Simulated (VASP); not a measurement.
# Re (P6/mmm) in VASP: further runs, part 2 of 2

VASP 6.6.1.

## (3) Single point, PBE (17.02 Å³/atom)

This run uses another cell than the first one, of 17.02 Å³/atom.

The input, INCAR:

```
SYSTEM = Re
PREC = Accurate ; ENCUT = 520
EDIFF = 1E-6 ; ISMEAR = -1
SIGMA = 0.1 ; LREAL = .FALSE.
LASPH = .TRUE. ; NELM = 100
ALGO = Normal ; ISIF = 2
LWAVE = .FALSE. ; LCHARG = .FALSE.
GGA = PE ; NBANDS = 18
```

The input, KPOINTS:

```
Automatic mesh
0
G
  9 9 13
  0 0 0
```

The input, POSCAR:

```
Re
1.0
    4.5489461344      0.0000000000      0.0000000000
   -2.2744730672      3.9395029129      0.0000000000
    0.0000000000      0.0000000000      2.8499859379
Re
3
Direct
    0.0000000000      0.0000000000      1.0000000000
    0.3333333333      0.6666666667      0.5000000000
    0.6666666667      0.3333333333      0.5000000000
```

Potentials or basis: VASP PAW PBE potentials, release 64 (Re).

On the command line:

```bash
> cat potpaw_PBE.64/Re/POTCAR > POTCAR
> mpirun -np 1 vasp_std > vasp.out
```

OUTCAR:

```text
SYSTEM = Re
   PREC = Accurate
   ENCUT = 520
   EDIFF = 1E-6
   ISMEAR = -1
   LREAL = .FALSE.
   LASPH = .TRUE.
   NELM = 100
   ISIF = 2
   GGA = PE

 ion  position               nearest neighbor table
   1  0.000  0.000  0.000-   2 2.99   3 2.99   2 2.99   3 2.99   3 2.99   3 2.99   2 2.99   2 2.99
                             3 2.99   3 2.99   2 2.99   2 2.99
   2  0.333  0.667  0.500-   3 2.63   3 2.63   3 2.63   1 2.99   1 2.99   1 2.99   1 2.99   1 2.99
                             1 2.99
   3  0.667  0.333  0.500-   2 2.63   2 2.63   2 2.63   1 2.99   1 2.99   1 2.99   1 2.99   1 2.99
                             1 2.99

  LATTYP: Found a hexagonal cell.
 ALAT       =     4.5489461344
 C/A-ratio  =     0.6265156486

  Lattice vectors:

 A1 = (   4.5489461344,   0.0000000000,   0.0000000000)
 A2 = (  -2.2744730672,   3.9395029129,   0.0000000000)
 A3 = (   0.0000000000,   0.0000000000,   2.8499859379)

Analysis of symmetry for initial positions (statically):
=====================================================================
 Subroutine PRICEL returns:
 Original cell was already a primitive cell.

 Routine SETGRP: Setting up the symmetry group for a
 hexagonal supercell.
[... 170 lines left out ...]

 val. band max:        6.2415709347   @ k =   0.4444  -0.0000   0.0769
 cond. band min:       6.2569202274   @ k =   0.2222  -0.0000   0.0000
 fundamental gap:      0.0153492927
 Fermi energy:         6.2472968013

 k-point     1 :       0.0000    0.0000    0.0000
  band No.  band energies     occupation
      1      -2.6616      2.00000
      2       1.3497      2.00000
      3       3.5271      2.00000
      4       3.7720      2.00000
      5       3.7720      2.00000
      6       3.8179      2.00000
[... 481 lines left out ...]
      5       3.4271      2.00000
      6       3.9489      2.00000
[... 10 lines left out ...]
     17       9.1250      0.00000
     18       9.6694      0.00000

 [... further k-points ...]

------------------------ aborting loop because EDIFF is reached ----------------------------------------

  FORCE on cell =-STRESS in cart. coord.  units (eV):
  Direction    XX          YY          ZZ          XY          YZ          ZX
  --------------------------------------------------------------------------------------
  -------------------------------------------------------------------------------------
  Total      -10.3980593    -10.3980593     -9.2781998      0.0000000      0.0000000      0.0000000
  in kB     -326.1879663   -326.1879663   -291.0578827      0.0000000      0.0000000      0.0000000
  external PRESSURE =    -314.4779384 kB  Pullay stress =       0.0000000 kB

 VOLUME and BASIS-vectors are now :
 -----------------------------------------------------------------------------
  energy-cutoff  :      520.00
  volume of cell :       51.07
      direct lattice vectors                 reciprocal lattice vectors
     4.548946134  0.000000000  0.000000000     0.219831137  0.126919566  0.000000000
    -2.274473067  3.939502913  0.000000000     0.000000000  0.253839132  0.000000000
     0.000000000  0.000000000  2.849985938     0.000000000  0.000000000  0.350878924

 POSITION                                       TOTAL-FORCE (eV/Angst)
 -----------------------------------------------------------------------------------
      0.00000      0.00000      0.00000        -0.000000      0.000000      0.000000
     -0.00000      2.62634      1.42499         0.000000      0.000000      0.000000
      2.27447      1.31317      1.42499         0.000000      0.000000      0.000000
 -----------------------------------------------------------------------------------
    total drift:                                0.000000      0.000000     -0.000000

  FREE ENERGIE OF THE ION-ELECTRON SYSTEM (eV)
  ---------------------------------------------------
  free  energy   TOTEN  =       -36.1996176202 eV

  energy  without entropy=      -36.1135595337  energy(sigma->0) =      -36.15658858
```

OSZICAR:

```text
N       E                     dE             d eps       ncg     rms          rms(c)
DAV:   1     0.682121998023E+02    0.68212E+02   -0.94331E+03  5844   0.134E+03
DAV:   2    -0.299919829533E+02   -0.98204E+02   -0.90129E+02  5698   0.374E+02
DAV:   3    -0.379316577742E+02   -0.79397E+01   -0.68716E+01  5100   0.201E+02
DAV:   4    -0.385376211526E+02   -0.60596E+00   -0.56525E+00  5266   0.361E+01
DAV:   5    -0.385652166535E+02   -0.27596E-01   -0.27183E-01  5152   0.727E+00    0.398E+01
DAV:   6    -0.367533875160E+02    0.18118E+01   -0.28174E+00  5790   0.387E+01    0.137E+01
DAV:   7    -0.366257318353E+02    0.12766E+00   -0.36931E+00  5946   0.417E+01    0.517E+00
DAV:   8    -0.362136266770E+02    0.41211E+00   -0.17578E+00  5814   0.255E+01    0.145E+00
DAV:   9    -0.361997973194E+02    0.13829E-01   -0.60922E-02  5246   0.324E+00    0.391E-01
DAV:  10    -0.361996074668E+02    0.18985E-03   -0.28853E-03  5398   0.697E-01    0.115E-01
DAV:  11    -0.361996092291E+02   -0.17623E-05   -0.22219E-04  5542   0.238E-01    0.575E-02
DAV:  12    -0.361996197509E+02   -0.10522E-04   -0.22208E-05  5022   0.106E-01    0.149E-02
DAV:  13    -0.361996184200E+02    0.13309E-05   -0.30689E-06  2212   0.583E-02    0.318E-03
DAV:  14    -0.361996176202E+02    0.79981E-06   -0.68360E-07  1918   0.243E-02
   1 F= -.36199618E+02 E0= -.36156589E+02  d E =-.860581E-01
```

stdout:

```text
POSCAR found type information on POSCAR Re
 POSCAR found :  1 types and       3 ions
 scaLAPACK will be used
 LDA part: xc-table for (Slater+PW92), standard interpolation
 POSCAR, INCAR and KPOINTS ok, starting setup
 FFT: planning ... GRIDC
 FFT: planning ... GRID_SOFT
 FFT: planning ... GRID
 WAVECAR not read
 entering main loop
```

Wall time 48 s (1 thread of Intel Xeon Platinum 8488C (Sapphire Rapids), shared host); peak memory 0.22 GiB.

Results:

* Free energy: -36.1996 eV
* Pressure: -31.4 GPa
* Band gap on the k mesh: zero (an odd number of electrons rules out a gap without spin polarisation)

Levels at points of the mesh, in eV from the Fermi level:
| k point | band 6 | band 7 | band 8 | band 9 | band 10 | band 11 | band 12 | band 13 | band 14 | band 15 |
| --- | --- | --- | --- | --- | --- | --- | --- | --- | --- | --- |
| (0.00, 0.00, 0.00) | -2.43 | -2.43 | -1.61 | -0.65 | -0.65 | 0.07 | 0.07 | 0.11 | 0.11 | 3.50 |

Caveat: the cell stands under tension; spin-orbit coupling is left out, which moves the levels of the heavy elements.

## (4) Single point, PBE

This run uses another cell than the first one, of 15.20 Å³/atom.

The input, INCAR:

```
SYSTEM = Re
PREC = Accurate
ENCUT = 520
EDIFF = 1E-6
ISMEAR = -1
SIGMA = 0.1
LREAL = .False.
LASPH = .True.
NELM = 80
ALGO = Normal
ISIF = 2
LWAVE = .False.
LCHARG = .True.
GGA = PE
LELF = .True.
LVHAR = .True.
NBANDS = 18
```

The input, KPOINTS:

```
Automatic mesh
0
Gamma
  11 11 15
  0 0 0
```

The input, POSCAR:

```
Re
1.0
    4.3803093901      0.0000000000      0.0000000000
   -2.1901546950      3.7934592082      0.0000000000
    0.0000000000      0.0000000000      2.7443323786
Re
3
Direct
    0.0000000000      0.0000000000      1.0000000000
    0.3333333333      0.6666666667      0.5000000000
    0.6666666667      0.3333333333      0.5000000000
```

On the command line:

```bash
> cat potpaw_PBE.64/Re/POTCAR > POTCAR
> mpirun -np 1 vasp_std > vasp.out
```

It took 58 s on 1 thread of Intel Xeon Platinum 8488C (Sapphire Rapids), shared host; peak memory 0.22 GiB.

Results (log left out):

| Property | Result |
| --- | --- |
| Free energy | -36.8048 eV |
| Pressure | -0.8 GPa |
| Band gap on the k mesh | zero (an odd number of electrons rules out a gap without spin polarisation) |

Stress tensor (GPa, compression positive):
```
-1.00  0.00  0.00
 0.00 -1.00  0.00
 0.00  0.00 -0.47
```

Levels at points of the mesh, in eV from the Fermi level:
```csv
k point,band 6,band 7,band 8,band 9,band 10,band 11,band 12,band 13,band 14,band 15
"(0.00, 0.00, 0.00)",-2.78,-2.78,-1.87,-0.79,-0.79,0.03,0.03,0.08,0.08,4.19
```

Caveat: spin-orbit coupling is left out, which moves the levels of the heavy elements.

## (5) Overview

| cell | k mesh | gap on the mesh (eV) | pressure (GPa) |
| --- | --- | --- | --- |
| a = 4.494, b = 4.494, c = 2.816 Å, angles 90.0, 90.0, 120.0°, 3 atoms | 9 × 9 × 13 | none | -23.4 |
| a = 4.549, b = 4.549, c = 2.850 Å, angles 90.0, 90.0, 120.0°, 3 atoms | 9 × 9 × 13 | none | -31.4 |
| a = 4.380, b = 4.380, c = 2.744 Å, angles 90.0, 90.0, 120.0°, 3 atoms | 11 × 11 × 15 | none | -0.8 |

Alike in all rows: task single point; level PBE; potentials or basis VASP PAW PBE potentials, release 64 (Re); no spin polarisation; cutoff (eV) 520; smearing fermi-dirac 0.1 eV.

Caveats: spin-orbit coupling is left out, which moves the levels of the heavy elements; the cell stands under tension (at least some runs).

Total energies depend on the potentials used, so only differences within one code and one set of settings carry meaning.
